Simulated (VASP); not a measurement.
Input of a VASP 6.6.1 run:

Contents of INCAR:

```
SYSTEM = InAsS4
PREC = Accurate
ENCUT = 600
EDIFF = 1E-6
ISMEAR = 0
SIGMA = 0.1
LREAL = .False.
LASPH = .True.
NELM = 80
ALGO = Normal
ISIF = 3
LWAVE = .False.
LCHARG = .False.
GGA = PE
IBRION = 2
NSW = 90
EDIFFG = -0.04
```

File KPOINTS:

```
regular mesh
0
Gamma
  4 4 4
  0 0 0
```

The input POSCAR:

```
InAsS4
1.0
    4.1040233200      0.0000000000      0.0000000000
    0.0000000000      4.1040233200      0.0000000000
    0.0000000000      0.0000000000      6.9119767400
In As S
1 1 4
Direct
    0.0000000000      0.0000000000      0.0000000000
    0.5000000000      0.5000000000      0.5000000000
    0.0000000000      0.0000000000      0.6038380300
    0.5000000000      0.5000000000      0.1051980000
    0.5000000000      0.5000000000      0.8948020000
    0.0000000000      0.0000000000      0.3961619700
```

Potentials or basis: VASP PAW PBE potentials, release 64 (In_d, As, S).

Launch:

```bash
$ cat potpaw_PBE.64/In_d/POTCAR potpaw_PBE.64/As/POTCAR potpaw_PBE.64/S/POTCAR > POTCAR
$ mpirun -np 1 vasp_std > vasp.out
```

(1) Predict the space group after relaxing (to 0.05 Å).

(2) Predict the relaxed cell.

Results:

(1) P4/mmm (No. 123).

(2) a = 4.359 Å, b = 4.359 Å, c = 11.479 Å, α = 90.00°, β = 90.00°, γ = 90.00°.

Caveat: the k points lie up to 0.36 Å⁻¹ apart in the final cell.
